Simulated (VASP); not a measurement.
# Sc3Te2 (P6/mmm) in VASP: further runs

The runs below take Sc3Te2 through single point, relaxation of cell and atoms, with PBE.

Everything below comes from runs of VASP 6.6.1. Logs are shortened: lines on timing, memory, paths and dates and some standing lists are left out, and cuts for length are marked.

**1. The cell of the first run**

It takes space group P6/mmm (No. 191, hexagonal). Conventional cell: a = 6.839 Å, b = 6.839 Å, c = 4.306 Å, α = 90.00°, β = 90.00°, γ = 120.00°. Sc (site symmetry mmm) has 4 Te at 2.92 Å and 4 Sc at 3.42 Å within 3.8 Å. Within 3.8 Å of Te (site symmetry -6m2) lie 6 Sc at 2.92 Å.

**2. Single point, PBE, collinear spin, ferromagnetic start**

The input, INCAR:

```
PREC = Accurate ; ENCUT = 520
EDIFF = 1E-6 ; ISMEAR = 0
SIGMA = 0.1 ; LREAL = False
LASPH = True ; NELM = 150
ALGO = Normal ; ISIF = 2
LWAVE = False ; LCHARG = False
ISPIN = 2 ; MAGMOM = 1 1 1 0 0
LORBIT = 11 ; LMAXMIX = 4
GGA = PE ; NBANDS = 34
```

The input, KPOINTS:

```
Automatic mesh
0
Gamma
  3 3 4
```

The input, POSCAR:

```
Sc3Te2
1.0
    6.8394734435      0.0000000000      0.0000000000
   -3.4197367217      5.9231577505      0.0000000000
    0.0000000000      0.0000000000      4.3063432717
Sc Te
3 2
Direct
    0.5000000000      0.0000000000      0.0000000000
    0.0000000000      0.5000000000      0.0000000000
    0.5000000000      0.5000000000      0.0000000000
    0.3333333333      0.6666666667      0.5000000000
    0.6666666667      0.3333333333      0.5000000000
```

Potentials or basis: VASP PAW PBE potentials, release 64 (Sc_sv, Te).

Run with:

```bash
$ cat potpaw_PBE.64/Sc_sv/POTCAR potpaw_PBE.64/Te/POTCAR > POTCAR
$ mpirun -np 1 vasp_std > vasp.out
```

OUTCAR:

```text
PREC = Accurate
   ENCUT = 520
   EDIFF = 1E-6
   ISMEAR = 0
   LREAL = False
   LASPH = True
   NELM = 150
   ISIF = 2
   ISPIN = 2
   LORBIT = 11
   GGA = PE

 ion  position               nearest neighbor table
   1  0.500  0.000  0.000-   4 2.92   5 2.92   4 2.92   5 2.92   3 3.42   3 3.42   2 3.42   2 3.42

   2  0.000  0.500  0.000-   4 2.92   5 2.92   4 2.92   5 2.92   1 3.42   1 3.42   3 3.42   3 3.42

   3  0.500  0.500  0.000-   4 2.92   5 2.92   4 2.92   5 2.92   1 3.42   1 3.42   2 3.42   2 3.42

   4  0.333  0.667  0.500-   1 2.92   1 2.92   2 2.92   2 2.92   3 2.92   3 2.92
   5  0.667  0.333  0.500-   1 2.92   1 2.92   2 2.92   2 2.92   3 2.92   3 2.92

  LATTYP: Found a hexagonal cell.
 ALAT       =     6.8394734435
 C/A-ratio  =     0.6296308199

  Lattice vectors:

 A1 = (   6.8394734435,   0.0000000000,   0.0000000000)
 A2 = (  -3.4197367217,   5.9231577505,   0.0000000000)
 A3 = (   0.0000000000,   0.0000000000,   4.3063432717)

Analysis of symmetry for initial positions (statically):
=====================================================================
 Subroutine PRICEL returns:
 Original cell was already a primitive cell.

 Routine SETGRP: Setting up the symmetry group for a
 hexagonal supercell.

 Subroutine GETGRP returns: Found 24 space group operations
 (whereof 24 operations were pure point group operations)
 out of a pool of 24 trial point group operations.

The static configuration has the point symmetry D_6h.

Analysis of symmetry for dynamics (positions and initial velocities):
=====================================================================
 Subroutine PRICEL returns:
 Original cell was already a primitive cell.

 Routine SETGRP: Setting up the symmetry group for a
 hexagonal supercell.

 Subroutine GETGRP returns: Found 24 space group operations
 (whereof 24 operations were pure point group operations)
 out of a pool of 24 trial point group operations.

The dynamic configuration has the point symmetry D_6h.

Analysis of structural, dynamic, and magnetic symmetry:
=====================================================================
 Subroutine PRICEL returns:
 Original cell was already a primitive cell.

 Routine SETGRP: Setting up the symmetry group for a
 hexagonal supercell.

 Subroutine GETGRP returns: Found 24 space group operations
 (whereof 24 operations were pure point group operations)
 out of a pool of 24 trial point group operations.

The overall configuration has the point symmetry D_6h.

 Subroutine INISYM returns: Found 24 space group operations
 (whereof 24 operations are pure point group operations),
 and found     1 'primitive' translations

----------------------------------------------------------------------------------------

                                     Primitive cell

  volume of cell :     174.4555

  direct lattice vectors                    reciprocal lattice vectors
     6.839473444  0.000000000  0.000000000     0.146210086  0.084414432  0.000000000
    -3.419736722  5.923157750  0.000000000     0.000000000  0.168828865  0.000000000
     0.000000000  0.000000000  4.306343272     0.000000000  0.000000000  0.232215580

  length of vectors
     6.839473444  6.839473443  4.306343272     0.168828865  0.168828865  0.232215580

  position of ions in fractional coordinates (direct lattice)
     0.500000000  0.000000000  0.000000000
     0.000000000  0.500000000  0.000000000
     0.500000000  0.500000000  0.000000000
     0.333333333  0.666666667  0.500000000
     0.666666667  0.333333333  0.500000000

  ion indices of the primitive-cell ions
   primitive index   ion index
                 1           1
                 2           2
                 3           3
                 4           4
                 5           5

----------------------------------------------------------------------------------------

 KPOINTS: Automatic mesh

Automatic generation of k-mesh.
 Grid dimensions read from file:
 generate k-points for:    3    3    4

 Generating k-lattice:

  Cartesian coordinates                     Fractional coordinates (reciprocal lattice)
     0.048736695  0.028138144  0.000000000     0.333333333  0.000000000  0.000000000
     0.000000000  0.056276288  0.000000000     0.000000000  0.333333333  0.000000000
     0.000000000  0.000000000  0.058053895     0.000000000  0.000000000  0.250000000

  Length of vectors
     0.056276288  0.056276288  0.058053895

  Shift w.r.t. Gamma in fractional coordinates (k-lattice)
     0.000000000  0.000000000  0.000000000

 Subroutine IBZKPT returns following result:
 ===========================================

 Found      9 irreducible k-points:

 Following reciprocal coordinates:
            Coordinates               Weight
  0.000000  0.000000  0.000000      1.000000
  0.333333  0.000000  0.000000      6.000000
  0.333333  0.333333  0.000000      2.000000
  0.000000  0.000000  0.250000      2.000000
  0.333333  0.000000  0.250000     12.000000
  0.333333  0.333333  0.250000      4.000000
  0.000000  0.000000  0.500000      1.000000
  0.333333  0.000000  0.500000      6.000000
  0.333333  0.333333  0.500000      2.000000
   k-points           NKPTS =      9   k-points in BZ     NKDIM =      9   number of bands    NBANDS=     34
   number of dos      NEDOS =    301   number of ions     NIONS =      5
   total plane-waves  NPLWV =  93312
   dimension x,y,z NGX =    54 NGY =   54 NGZ =   32
   dimension x,y,z NGXF=   108 NGYF=  108 NGZF=   64
   ions per type =               3   2
   NGX,Y,Z   is equivalent  to a cutoff of  13.13, 13.13, 12.35 a.u.
   NGXF,Y,Z  is equivalent  to a cutoff of  26.25, 26.25, 24.71 a.u.
 SYSTEM =  unknown system
   PREC   = accura    normal or accurate (medium, high low for compatibility)
   ISTART =      0    job   : 0-new  1-cont  2-samecut
   ICHARG =      2    charge: 1-file 2-atom 10-const
   ISPIN  =      2    spin polarized calculation?
   LNONCOLLINEAR =      F non collinear calculations
   LSORBIT =      F    spin-orbit coupling
   LASPH  =      T    aspherical Exc in radial PAW
   ENCUT  =  520.0 eV  38.22 Ry    6.18 a.u.  12.72 12.72  8.01*2*pi/ulx,y,z
   NELM   =    150;   NELMIN=  2; NELMDL= -5     # of ELM steps
   EDIFF  = 0.1E-05   stopping-criterion for ELM
   LREAL  =      F    real-space projection
   EDIFFG = 0.1E-04   stopping-criterion for IOM
   NSW    =      0    number of steps for IOM
   IBRION =     -1    ionic relax: 0-MD 1-quasi-New 2-CG
   NFREE  =      0    steps in history (QN), initial steepest desc. (CG)
   ISIF   =      2    stress and relaxation
   ISYM   =      2    0-nonsym 1-usesym 2-fastsym
   POTIM  = 0.5000    time-step for ionic-motion
   TEBEG  =    0.0;   TEEND  =   0.0 temperature during run
   PSTRESS=    0.0 pullay stress
   NELECT =      45.0000    total number of electrons
   NUPDOWN=      -1.0000    fix difference up-down
   EMIN   =  10.00;   EMAX   =-10.00  energy-range for DOS
   EFERMI =   0.00;   METHOD = LEGACY
   ISMEAR =     0;   SIGMA  =   0.10  broadening in eV -4-tet -1-fermi 0-gaus
   EFERMI_NEDOS =   21; number of points for ismear=-14 and -15
   IALGO  =     38    algorithm
   IMIX   =      4    mixing-type and parameters
     AMIX     =   0.40;   BMIX     =  1.00
     AMIX_MAG =   1.60;   BMIX_MAG =  1.00
  volume/ion in A,a.u.               =      34.89       235.46
  Fermi-wavevector in a.u.,A,eV,Ry     =   1.042119  1.969320 14.776101  1.086013
  Thomas-Fermi vector in A             =   2.176770
   LORBIT       =     11    0 simple, 1 ext, 2 COOP (PROOUT), +10 PAW based schemes
   GGA     = PE    functional components
   LHFCALC =     F    Hartree Fock is set to
   AEXX    =    0.0000 exact exchange contribution
   IVDW    =     0    specifies the selected vdW correction
   LEPSILON=     F    determine dielectric tensor
   LRPA    =     F    only Hartree local field effects (RPA)
 spin polarized calculation
 Gauss-broadening in eV      SIGMA  =   0.10
  energy-cutoff  :      520.00
  volume of cell :      174.46
 maximum number of plane-waves:      4744
 NGX is ok and might be reduce to    54
   NGX = 25   NGY = 25   NGZ = 17

 number of electron      45.0000000 magnetization       2.4416525

 Free energy of the ion-electron system (eV)
  ---------------------------------------------------
  ext. energy  EPLUGINS =         0.00000000
  ---------------------------------------------------
  free energy    TOTEN  =       -27.04392993 eV

  energy without entropy =      -27.01077064  energy(sigma->0) =      -27.02735029

 E-fermi :   3.9051     XC(G=0):  -8.2200

 val. band max:        3.8764134094   @ k =   0.3333   0.0000   0.5000
 cond. band min:       3.9296862747   @ k =   0.3333   0.0000   0.2500
 fundamental gap:      0.0532728653
 Fermi energy:         3.9050990066

 spin component 1

 k-point     1 :       0.0000    0.0000    0.0000
  band No.  band energies     occupation
      1     -46.4936      1.00000
      2     -46.4759      1.00000
      3     -46.4759      1.00000
      4     -25.2187      1.00000
      5     -25.2187      1.00000
      6     -25.2101      1.00000
[... 322 lines left out ...]
     33       5.7549      0.00000
     34       6.4232      0.00000
 Fermi energy:         3.9050990066

 spin component 2

 k-point     1 :       0.0000    0.0000    0.0000
  band No.  band energies     occupation
      1     -46.1270      1.00000
      2     -46.1098      1.00000
      3     -46.1098      1.00000
      4     -24.9037      1.00000
      5     -24.8744      1.00000
      6     -24.8744      1.00000
[... 322 lines left out ...]
     33       6.1344      0.00000
     34       6.6438      0.00000

------------------------ aborting loop because EDIFF is reached ----------------------------------------

  FORCE on cell =-STRESS in cart. coord.  units (eV):
  Direction    XX          YY          ZZ          XY          YZ          ZX
  --------------------------------------------------------------------------------------
  -------------------------------------------------------------------------------------
  Total        0.4269251      0.4269251     -0.0304900      0.0000000     -0.0000000      0.0000000
  in kB        3.9208270      3.9208270     -0.2800165      0.0000000     -0.0000000      0.0000000
  external PRESSURE =       2.5205458 kB  Pullay stress =       0.0000000 kB

 VOLUME and BASIS-vectors are now :
 -----------------------------------------------------------------------------
  energy-cutoff  :      520.00
  volume of cell :      174.46
      direct lattice vectors                 reciprocal lattice vectors
     6.839473444  0.000000000  0.000000000     0.146210086  0.084414432  0.000000000
    -3.419736722  5.923157750  0.000000000     0.000000000  0.168828865  0.000000000
     0.000000000  0.000000000  4.306343272     0.000000000  0.000000000  0.232215580

 POSITION                                       TOTAL-FORCE (eV/Angst)
 -----------------------------------------------------------------------------------
      3.41974      0.00000      0.00000        -0.000000      0.000000      0.000000
     -1.70987      2.96158      0.00000        -0.000000      0.000000      0.000000
      1.70987      2.96158      0.00000        -0.000000      0.000000      0.000000
     -0.00000      3.94877      2.15317        -0.000000      0.000000      0.000000
      3.41974      1.97439      2.15317         0.000000     -0.000000     -0.000000
 -----------------------------------------------------------------------------------
    total drift:                                0.000000     -0.000000      0.000000

  FREE ENERGIE OF THE ION-ELECTRON SYSTEM (eV)
  ---------------------------------------------------
  free  energy   TOTEN  =       -27.0439299282 eV

  energy  without entropy=      -27.0107706443  energy(sigma->0) =      -27.02735029

 total charge

# of ion       s       p       d       tot
------------------------------------------
    1        2.179   6.077   1.138   9.394
    2        2.179   6.077   1.138   9.394
    3        2.179   6.077   1.138   9.394
    4        1.338   2.129   0.045   3.513
    5        1.338   2.129   0.045   3.513
--------------------------------------------------
tot          9.215  22.489   3.503  35.207

 magnetization (x)

# of ion       s       p       d       tot
------------------------------------------
    1        0.026   0.019   0.420   0.466
    2        0.026   0.019   0.420   0.466
    3        0.026   0.019   0.420   0.466
    4       -0.003  -0.023   0.014  -0.011
    5       -0.003  -0.023   0.014  -0.011
--------------------------------------------------
tot          0.074   0.013   1.288   1.375
```

Run time: 3.9 min. Hardware: 1 thread of AMD EPYC 9755, shared host; peak memory 0.35 GiB.

Results:

* Free energy: -27.0439 eV
* Pressure: 0.3 GPa
* Net moment: 2.44 μB per cell
* Site moments: Sc +0.47; Te -0.01 μB
* Valence electrons inside the program's atomic spheres: Sc 9.39; Te 3.51

Stress tensor (GPa, compression positive):
```
 0.39  0.00  0.00
 0.00  0.39  0.00
 0.00  0.00 -0.03
```

Caveat: the k points lie up to 0.36 Å⁻¹ apart; spin-orbit coupling is left out, which moves the levels of the heavy elements.

**3. Relaxation of cell and atoms, PBE**

This run uses another cell than the first one, of 24.81 Å³/atom, 0.711 times its volume.

The input, INCAR:

```
PREC = Accurate
ENCUT = 600
EDIFF = 1E-6
ISMEAR = 0
SIGMA = 0.1
LREAL = F
LASPH = T
NELM = 100
ALGO = Normal
ISIF = 3
LWAVE = F
LCHARG = F
GGA = PE
IBRION = 2
NSW = 90
EDIFFG = -0.04
```

The input, KPOINTS:

```
regular mesh
0
Gamma
  6 6 4
```

The input, POSCAR:

```
Sc3Te2
1.0
    4.6724615000      0.0000000000      0.0000000000
   -2.3362307500      4.0464703500      0.0000000000
    0.0000000000      0.0000000000      6.5610773000
Sc Te
3 2
Direct
    0.5000000000      0.0000000000      0.0000000000
    0.0000000000      0.5000000000      0.0000000000
    0.5000000000      0.5000000000      0.0000000000
    0.3333333300      0.6666666700      0.5000000000
    0.6666666700      0.3333333300      0.5000000000
```

Potentials or basis: VASP PAW PBE potentials, release 64 (Sc_sv, Te).

Run with:

```bash
$ cat potpaw_PBE.64/Sc_sv/POTCAR potpaw_PBE.64/Te/POTCAR > POTCAR
$ mpirun -np 1 vasp_std > vasp.out
```

Wall time 16 min (1 thread of AMD EPYC 9755, shared host); peak memory 0.3 GiB.

The run converged. Its results:

```
Free energy                            : -26.9366 eV
Relaxed volume                         : 35.02 Å³/atom
Relaxed cell                           : a = 6.861 Å, b = 6.861 Å, c = 4.294 Å, α = 90.00°, β = 90.00°, γ = 120.00°
Space group after relaxing (to 0.05 Å) : P6/mmm (No. 191)
Energy gained by relaxing              : 2197.8 meV/atom
Ionic steps                            : 8
Pressure after relaxing                : -0.1 GPa
```

Step by step:
```tsv
step	energy change (eV)	largest force (eV/Å)	pressure (GPa)	volume (Å³)
1	0.0000	0.0000	20.89	124.05
2	-7.2360	0.0000	-3.21	185.53
3	-7.4894	0.0000	-4.43	195.60
4	-7.8034	0.0000	-5.95	215.99
5	-10.8911	0.0000	-2.07	182.09
6	-10.9692	0.0000	-0.99	178.14
7	-10.9411	0.0000	1.77	169.98
8	-10.9890	0.0000	-0.05	175.08
```

Final structure:
```
Sc Te
1.0
     6.86147    0.00000    0.00000
    -3.43074    5.94221    0.00000
     0.00000    0.00000    4.29408
Sc Te
3 2
Cartesian
  3.4307 0.0000 0.0000
  -1.7154 2.9711 0.0000
  1.7154 2.9711 0.0000
  0.0000 3.9615 2.1470
  3.4307 1.9807 2.1470
```

Levels at points of the mesh, in eV from the Fermi level:
```csv
k point,band 20,band 21,band 22,band 23,band 24,band 25,band 26,band 27
"(0.00, 0.00, 0.00)",-2.79,-1.55,-0.96,-0.16,-0.16,0.57,0.57,1.66
"(0.50, 0.00, 0.00)",-2.53,-0.96,-0.46,0.17,0.38,0.59,0.88,1.05
"(0.00, 0.00, 0.50)",-3.34,-0.56,-0.56,-0.26,0.78,0.94,1.41,1.41
"(0.50, 0.00, 0.50)",-2.89,-0.20,0.06,0.12,0.51,0.69,0.83,1.08
```

Caveat: the volume moved by over 15 % at a fixed basis, so the end points are rough; spin-orbit coupling is left out, which moves the levels of the heavy elements.
